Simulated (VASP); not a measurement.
SbP (rocksalt type): electric field gradients with PBE

The system is SbP (rocksalt type).

```
CELL_PARAMETERS angstrom
0.00000 2.79882 2.79882
2.79882 0.00000 2.79882
2.79882 2.79882 0.00000
ATOMIC_POSITIONS crystal
Sb 0.00000 0.00000 0.00000
P 0.50000 0.50000 0.50000
```

This cell differs from its parent crystal: volume scaled by 0.98.

```
Program                : VASP 6.6.1
Task                   : electric field gradients
Functional             : PBE
Potentials or basis    : VASP PAW PBE potentials, release 64 (Sb, P)
Cutoff                 : 520 eV
k mesh                 : 11 × 11 × 11
Occupations            : fermi-dirac, width 0.05 eV
Spin                   : no spin polarisation
Dipole correction      : no
Further INCAR settings : ALGO = Normal; EDIFF = 1e-08; NBANDS = 12
```

```json
{"Pressure": "1.5 GPa", "Band gap on the k mesh": "zero (band 5 reaches 8.44 eV, above the bottom of band 6 at 7.97 eV)"}
```

Levels at points of the mesh, in eV from the Fermi level:
```
           k point  band 2  band 3  band 4  band 5  band 6  band 7  band 8  band 9
(0.00, 0.00, 0.00)   -3.90   -2.06   -2.06   -2.06    4.03    4.03    4.03    4.93
```

Run time: 30 s on 1 thread of Intel(R) Xeon(R) Platinum 8488C (Sapphire Rapids), with other jobs on the host, peak memory 0.18 GiB.

Caveat: without QUAD_EFG the Cq values of the log hold for a quadrupole moment of 1 mb, not for the nuclei; spin-orbit coupling is left out, which moves the levels of the heavy elements.
